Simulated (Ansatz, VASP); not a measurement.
# Two plane-wave programs on W

```
CELL_PARAMETERS angstrom
-1.67144 1.56001 1.56001
1.56001 -1.67144 1.56001
1.56001 1.56001 -1.67144
ATOMIC_POSITIONS crystal
W 0.00000 0.00000 0.00000
```

Change from the starting cell: equal engineering shear yz, xz and xy -0.0700, equal normal strain along x, y and z -0.0200.

Alike in both runs: task single point; functional PBE; k mesh 20 × 20 × 20; occupations gaussian, width 0.15 eV; no spin polarisation.

|  | VASP | Ansatz |
| --- | --- | --- |
| version | VASP 6.6.1 | Ansatz 0.2.0 |
| potentials or method | VASP PAW PBE potentials, release 64 (W_sv), cutoff 520 eV | scalar-relativistic, plane waves, PAW |
| valence electrons in the cell | 14 | 14 |

|  | VASP | Ansatz | Ansatz less VASP |
| --- | --- | --- | --- |
| gap on the k mesh at the Fermi level (eV) | none | none | - |
| pressure (GPa) | 27.0 | 26.1 | -0.93 |
| traceless stress, the component that is largest in VASP (GPa) | 17.27 | 16.89 | -0.378 |

A gap of «none» marks a metal or a gap that the smearing closes.

Neither program's run includes spin-orbit coupling.
